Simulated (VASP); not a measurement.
Input of a VASP 6.6.1 run:

Contents of POSCAR:

```
SiC
1.0
    2.9521872073      0.0000000000      0.0000000000
   -1.4760936037      2.5566691183      0.0000000000
    0.0000000000      0.0000000000      4.6443135044
Si C
2 2
Direct
    0.3333333333      0.6666666667      0.0046028828
    0.6666666667      0.3333333333      0.5046028828
    0.3333333333      0.6666666667      0.3803971172
    0.6666666667      0.3333333333      0.8803971172
```

The input INCAR.step1:

```
PREC = Accurate
ENCUT = 520
ISMEAR = 0
SIGMA = 0.05
LREAL = False
LASPH = True
NELM = 60
NBANDS = 16
GGA = PE
ALGO = Normal
EDIFF = 1E-4
LWAVE = True
LCHARG = False
```

File INCAR.step2:

```
PREC = Accurate
ENCUT = 520
EDIFF = 1E-6
ISMEAR = 0
SIGMA = 0.05
LREAL = False
LASPH = True
NELM = 60
ALGO = Normal
ISIF = 2
LWAVE = False
LCHARG = False
METAGGA = R2SCAN
LMIXTAU = True
NBANDS = 16
ISTART = 1
```

File KPOINTS:

```
regular mesh
0
Gamma
  12 12 6
```

Potentials or basis: VASP PAW PBE potentials, release 64 (Si, C).

The run is started by

```bash
$ cat potpaw_PBE.64/Si/POTCAR potpaw_PBE.64/C/POTCAR > POTCAR
$ cp INCAR.step1 INCAR
$ mpirun -np 1 vasp_std > vasp.out
$ cp INCAR.step2 INCAR
$ mpirun -np 1 vasp_std > vasp.out
```

**Question.** Predict the band gap on the k mesh.

**Answer.** 2.45 eV (least direct gap 4.44 eV).

**Question.** Predict the largest force.

**Answer.** 1.003 eV/Å.

**Question.** Predict the pressure.

**Answer.** 51.5 GPa.

Forces in eV/Å, atoms in the order of the input:
```
Si   0.000  0.000 -1.003
Si   0.000  0.000 -1.003
C    0.000  0.000  1.003
C    0.000  0.000  1.003
```

Caveat: the cell differs from its parent crystal (strain -0.040 along x and y, -0.080 along z); the stress differs along the axes, from 39 to 76 GPa; the PAW data sets were made with another functional, which shifts forces and pressure a little. A k mesh can miss the band edges.
